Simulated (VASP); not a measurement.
# Ga2O3 (R-3c) in VASP: further runs

Ga2O3 is run at these levels: PBE; tasks: single point, relaxation of cell and atoms.

All numbers are computed with VASP 6.6.1; they aren't measurements. Logs are shortened: lines on timing, memory, paths and dates and some standing lists are left out, and cuts for length are marked.

**1. The cell of the first run**

It takes space group R-3c (No. 167, trigonal). The conventional cell has a = 5.058 Å, b = 5.058 Å, c = 13.623 Å, α = 90.00°, β = 90.00°, γ = 120.00°. Within 2.6 Å of Ga (site symmetry 3) lie 6 O at 1.95 to 2.10 Å. O (site symmetry 2) has 4 Ga at 1.95 to 2.10 Å within 2.6 Å.

**2. Single point, PBE**

INCAR reads:

```
  PREC = Accurate
  ENCUT = 520
  EDIFF = 1E-6
  ISMEAR = 0
  SIGMA = 0.01
  LREAL = False
  LASPH = True
  NELM = 100
  ALGO = Normal
  ISIF = 2
  LWAVE = False
  LCHARG = False
  GGA = PE
  NBANDS = 55
```

KPOINTS reads:

```
Automatic mesh
0
Gamma
  5 5 5
```

POSCAR reads:

```
Ga2O3
1.0
    2.5287883233      1.4599966192      4.5408504201
   -2.5287883233      1.4599966192      4.5408504201
    0.0000000000     -2.9199932384      4.5408504201
Ga O
4 6
Direct
    0.8558427711      0.8558427711      0.8558427711
    0.6441572289      0.6441572289      0.6441572289
    0.1441572289      0.1441572289      0.1441572289
    0.3558427711      0.3558427711      0.3558427711
    0.7500000000      0.4468720634      0.0531279366
    0.4468720634      0.0531279366      0.7500000000
    0.0531279366      0.7500000000      0.4468720634
    0.2500000000      0.5531279366      0.9468720634
    0.9468720634      0.2500000000      0.5531279366
    0.5531279366      0.9468720634      0.2500000000
```

Potentials or basis: VASP PAW PBE potentials, release 64 (Ga_d, O).

Run with:

```
$ cat potpaw_PBE.64/Ga_d/POTCAR potpaw_PBE.64/O/POTCAR > POTCAR
$ mpirun -np 1 vasp_std > vasp.out
```

OUTCAR:

```text
PREC = Accurate
   ENCUT = 520
   EDIFF = 1E-6
   ISMEAR = 0
   LREAL = False
   LASPH = True
   NELM = 100
   ISIF = 2
   GGA = PE

 ion  position               nearest neighbor table
   1  0.856  0.856  0.856-   8 1.95  10 1.95   9 1.95   6 2.10   7 2.10   5 2.10   2 2.88
   2  0.644  0.644  0.644-   9 1.95  10 1.95   8 1.95   6 2.10   7 2.10   5 2.10   1 2.88
   3  0.144  0.144  0.144-   5 1.95   6 1.95   7 1.95  10 2.10   9 2.10   8 2.10   4 2.88
   4  0.356  0.356  0.356-   7 1.95   6 1.95   5 1.95  10 2.10   9 2.10   8 2.10   3 2.88
   5  0.750  0.447  0.053-   3 1.95   4 1.95   1 2.10   2 2.10
   6  0.447  0.053  0.750-   3 1.95   4 1.95   1 2.10   2 2.10
   7  0.053  0.750  0.447-   4 1.95   3 1.95   1 2.10   2 2.10
   8  0.250  0.553  0.947-   1 1.95   2 1.95   3 2.10   4 2.10
   9  0.947  0.250  0.553-   2 1.95   1 1.95   3 2.10   4 2.10
  10  0.553  0.947  0.250-   1 1.95   2 1.95   3 2.10   4 2.10

  LATTYP: Found a trigonal (rhomboedric) cell.
 ALAT       =     5.3986741937
 COS(alpha) =     0.5611857596

  Lattice vectors:

 A1 = (   2.5287883233,   1.4599966192,   4.5408504201)
 A2 = (  -2.5287883233,   1.4599966192,   4.5408504201)
 A3 = (   0.0000000000,  -2.9199932384,   4.5408504201)

Analysis of symmetry for initial positions (statically):
=====================================================================
 Subroutine PRICEL returns:
 Original cell was already a primitive cell.

 Routine SETGRP: Setting up the symmetry group for a
 trigonal (rhombohedral) supercell.

 Subroutine GETGRP returns: Found 12 space group operations
 (whereof  6 operations were pure point group operations)
 out of a pool of 12 trial point group operations.

The static configuration has the point symmetry S_6 .
 The point group associated with its full space group is D_3d.

Analysis of symmetry for dynamics (positions and initial velocities):
=====================================================================
 Subroutine PRICEL returns:
 Original cell was already a primitive cell.

 Routine SETGRP: Setting up the symmetry group for a
 trigonal (rhombohedral) supercell.

 Subroutine GETGRP returns: Found 12 space group operations
 (whereof  6 operations were pure point group operations)
 out of a pool of 12 trial point group operations.

The dynamic configuration has the point symmetry S_6 .
 The point group associated with its full space group is D_3d.

 Subroutine INISYM returns: Found 12 space group operations
 (whereof  6 operations are pure point group operations),
 and found     1 'primitive' translations

----------------------------------------------------------------------------------------

                                     Primitive cell

  volume of cell :     100.5895

  direct lattice vectors                    reciprocal lattice vectors
     2.528788323  1.459996619  4.540850420     0.197723153  0.114155515  0.073407689
    -2.528788323  1.459996619  4.540850420    -0.197723153  0.114155515  0.073407689
     0.000000000 -2.919993238  4.540850420     0.000000000 -0.228311031  0.073407689

  length of vectors
     5.398674194  5.398674194  5.398674194     0.239822050  0.239822050  0.239822050

  position of ions in fractional coordinates (direct lattice)
     0.855842771  0.855842771  0.855842771
     0.644157229  0.644157229  0.644157229
     0.144157229  0.144157229  0.144157229
     0.355842771  0.355842771  0.355842771
     0.750000000  0.446872063  0.053127937
     0.446872063  0.053127937  0.750000000
     0.053127937  0.750000000  0.446872063
     0.250000000  0.553127937  0.946872063
     0.946872063  0.250000000  0.553127937
     0.553127937  0.946872063  0.250000000

  ion indices of the primitive-cell ions
   primitive index   ion index
                 1           1
                 2           2
                 3           3
                 4           4
                 5           5
                 6           6
                 7           7
                 8           8
                 9           9
                10          10

----------------------------------------------------------------------------------------

 KPOINTS: Automatic mesh

Automatic generation of k-mesh.
 Grid dimensions read from file:
 generate k-points for:    5    5    5

 Generating k-lattice:

  Cartesian coordinates                     Fractional coordinates (reciprocal lattice)
     0.039544631  0.022831103  0.014681538     0.200000000  0.000000000  0.000000000
    -0.039544631  0.022831103  0.014681538     0.000000000  0.200000000  0.000000000
     0.000000000 -0.045662206  0.014681538     0.000000000  0.000000000  0.200000000

  Length of vectors
     0.047964410  0.047964410  0.047964410

  Shift w.r.t. Gamma in fractional coordinates (k-lattice)
     0.000000000  0.000000000  0.000000000

 Subroutine IBZKPT returns following result:
 ===========================================

 Found     19 irreducible k-points:

 Following reciprocal coordinates:
            Coordinates               Weight
  0.000000  0.000000  0.000000      1.000000
  0.200000 -0.000000 -0.000000      6.000000
  0.400000  0.000000  0.000000      6.000000
  0.200000  0.200000 -0.000000      6.000000
  0.400000  0.200000 -0.000000     12.000000
 -0.400000  0.200000  0.000000     12.000000
[... 11 lines left out ...]
  0.400000  0.400000  0.400000      2.000000
 -0.400000  0.400000  0.400000      6.000000
   k-points           NKPTS =     19   k-points in BZ     NKDIM =     19   number of bands    NBANDS=     55
   number of dos      NEDOS =    301   number of ions     NIONS =     10
   total plane-waves  NPLWV =  64000
   dimension x,y,z NGX =    40 NGY =   40 NGZ =   40
   dimension x,y,z NGXF=    80 NGYF=   80 NGZF=   80
   ions per type =               4   6
   NGX,Y,Z   is equivalent  to a cutoff of  12.32, 12.32, 12.32 a.u.
   NGXF,Y,Z  is equivalent  to a cutoff of  24.64, 24.64, 24.64 a.u.
 SYSTEM =  unknown system
   PREC   = accura    normal or accurate (medium, high low for compatibility)
   ISTART =      0    job   : 0-new  1-cont  2-samecut
   ICHARG =      2    charge: 1-file 2-atom 10-const
   ISPIN  =      1    spin polarized calculation?
   LNONCOLLINEAR =      F non collinear calculations
   LSORBIT =      F    spin-orbit coupling
   LASPH  =      T    aspherical Exc in radial PAW
   ENCUT  =  520.0 eV  38.22 Ry    6.18 a.u.  10.04 10.04 10.04*2*pi/ulx,y,z
   NELM   =    100;   NELMIN=  2; NELMDL= -5     # of ELM steps
   EDIFF  = 0.1E-05   stopping-criterion for ELM
   LREAL  =      F    real-space projection
   EDIFFG = 0.1E-04   stopping-criterion for IOM
   NSW    =      0    number of steps for IOM
   IBRION =     -1    ionic relax: 0-MD 1-quasi-New 2-CG
   NFREE  =      0    steps in history (QN), initial steepest desc. (CG)
   ISIF   =      2    stress and relaxation
   ISYM   =      2    0-nonsym 1-usesym 2-fastsym
   POTIM  = 0.5000    time-step for ionic-motion
   TEBEG  =    0.0;   TEEND  =   0.0 temperature during run
   PSTRESS=    0.0 pullay stress
   NELECT =      88.0000    total number of electrons
   NUPDOWN=      -1.0000    fix difference up-down
   EMIN   =  10.00;   EMAX   =-10.00  energy-range for DOS
   EFERMI =   0.00;   METHOD = LEGACY
   ISMEAR =     0;   SIGMA  =   0.01  broadening in eV -4-tet -1-fermi 0-gaus
   EFERMI_NEDOS =   21; number of points for ismear=-14 and -15
   IALGO  =     38    algorithm
   IMIX   =      4    mixing-type and parameters
     AMIX     =   0.40;   BMIX     =  1.00
     AMIX_MAG =   1.60;   BMIX_MAG =  1.00
  volume/ion in A,a.u.               =      10.06        67.88
  Fermi-wavevector in a.u.,A,eV,Ry     =   1.565735  2.958809 33.355018  2.451525
  Thomas-Fermi vector in A             =   2.668167
   LORBIT       =      0    0 simple, 1 ext, 2 COOP (PROOUT), +10 PAW based schemes
   GGA     = PE    functional components
   LHFCALC =     F    Hartree Fock is set to
   AEXX    =    0.0000 exact exchange contribution
   IVDW    =     0    specifies the selected vdW correction
   LEPSILON=     F    determine dielectric tensor
   LRPA    =     F    only Hartree local field effects (RPA)
 non-spin polarized calculation
 Gauss-broadening in eV      SIGMA  =   0.01
  energy-cutoff  :      520.00
  volume of cell :      100.59
 maximum number of plane-waves:      2733
   NGX = 21   NGY = 21   NGZ = 21

 number of electron      88.0000003 magnetization

 Free energy of the ion-electron system (eV)
  ---------------------------------------------------
  ext. energy  EPLUGINS =         0.00000000
  ---------------------------------------------------
  free energy    TOTEN  =       -59.39306771 eV

  energy without entropy =      -59.39306771  energy(sigma->0) =      -59.39306771

 E-fermi :   4.1648     XC(G=0): -11.9627

 val. band max:        4.0940568425   @ k =  -0.2000   0.2000   0.0000
 cond. band min:       6.4997862593   @ k =   0.0000   0.0000   0.0000
 fundamental gap:      2.4057294168
 Fermi energy:         4.1647692442

 k-point     1 :       0.0000    0.0000    0.0000
  band No.  band energies     occupation
      1     -14.5776      2.00000
      2     -12.7180      2.00000
      3     -12.7180      2.00000
      4     -12.6941      2.00000
      5     -12.6756      2.00000
      6     -12.6756      2.00000
[... 47 lines left out ...]
     54      14.9989      0.00000
     55      16.0725      0.00000

 k-point     2 :       0.2000   -0.0000   -0.0000
  band No.  band energies     occupation
      1     -14.4089      2.00000
      2     -12.8947      2.00000
      3     -12.7361      2.00000
      4     -12.7292      2.00000
      5     -12.6873      2.00000
      6     -12.6665      2.00000
[... 47 lines left out ...]
     54      15.6261      0.00000
     55      15.8488      0.00000
[... 926 lines left out ...]
     54      15.5227      0.00000
     55      16.6363      0.00000

 k-point    19 :      -0.4000    0.4000    0.4000
  band No.  band energies     occupation
      1     -13.7412      2.00000
      2     -13.5836      2.00000
      3     -12.8359      2.00000
      4     -12.7346      2.00000
      5     -12.7307      2.00000
      6     -12.6671      2.00000
[... 47 lines left out ...]
     54      16.2004      0.00000
     55      16.6640      0.00000

------------------------ aborting loop because EDIFF is reached ----------------------------------------

  FORCE on cell =-STRESS in cart. coord.  units (eV):
  Direction    XX          YY          ZZ          XY          YZ          ZX
  --------------------------------------------------------------------------------------
  -------------------------------------------------------------------------------------
  Total        0.6584726      0.6584726      0.5758300      0.0000000      0.0000000      0.0000000
  in kB       10.4880687     10.4880687      9.1717471      0.0000000      0.0000000      0.0000000
  external PRESSURE =      10.0492948 kB  Pullay stress =       0.0000000 kB

 VOLUME and BASIS-vectors are now :
 -----------------------------------------------------------------------------
  energy-cutoff  :      520.00
  volume of cell :      100.59
      direct lattice vectors                 reciprocal lattice vectors
     2.528788323  1.459996619  4.540850420     0.197723153  0.114155515  0.073407689
    -2.528788323  1.459996619  4.540850420    -0.197723153  0.114155515  0.073407689
     0.000000000 -2.919993238  4.540850420     0.000000000 -0.228311031  0.073407689

 POSITION                                       TOTAL-FORCE (eV/Angst)
 -----------------------------------------------------------------------------------
      0.00000      0.00000     11.65876        -0.000000      0.000000      0.011079
      0.00000      0.00000      8.77506        -0.000000     -0.000000     -0.011079
      0.00000      0.00000      1.96379        -0.000000      0.000000     -0.011079
      0.00000      0.00000      4.84749        -0.000000     -0.000000      0.011079
      0.76655      1.59230      5.67606        -0.000471      0.000816      0.000000
      0.99570     -1.46000      5.67606         0.000942     -0.000000      0.000000
     -1.76224     -0.13230      5.67606        -0.000471     -0.000816      0.000000
     -0.76655     -1.59230      7.94649         0.000471     -0.000816      0.000000
      1.76224      0.13230      7.94649         0.000471      0.000816      0.000000
     -0.99570      1.46000      7.94649        -0.000942     -0.000000      0.000000
 -----------------------------------------------------------------------------------
    total drift:                               -0.000000      0.000000     -0.000000

  FREE ENERGIE OF THE ION-ELECTRON SYSTEM (eV)
  ---------------------------------------------------
  free  energy   TOTEN  =       -59.3930677076 eV

  energy  without entropy=      -59.3930677076  energy(sigma->0) =      -59.39306771
```

Wall time 88 s (1 thread of Intel Xeon Platinum 8488C (Sapphire Rapids), shared host); peak memory 0.27 GiB.

Results:

```yaml
Free_energy: -59.3931 eV
Pressure: 1.0 GPa
Largest_force: 0.011 eV/Å
Band_gap_on_the_k_mesh: 2.41 eV, indirect (least direct gap 2.63 eV)
```

Forces in eV/Å, atoms in the order of the input:
```
Ga   0.000  0.000  0.011
Ga   0.000  0.000 -0.011
Ga   0.000  0.000 -0.011
Ga   0.000  0.000  0.011
O    0.000  0.001  0.000
O    0.001  0.000  0.000
O    0.000 -0.001  0.000
O    0.000 -0.001  0.000
O    0.000  0.001  0.000
O   -0.001  0.000  0.000
```

Stress tensor (GPa, compression positive):
```
1.05 0.00 0.00
0.00 1.05 0.00
0.00 0.00 0.92
```

Levels at points of the mesh, in eV from the valence-band top:
| k point | band 42 | band 43 | band 44 | band 45 | band 46 | band 47 |
| --- | --- | --- | --- | --- | --- | --- |
| (0.00, 0.00, 0.00) | -0.30 | -0.22 | -0.22 | 2.41 | 6.32 | 6.57 |

(Part 1 of 2 ends here.)
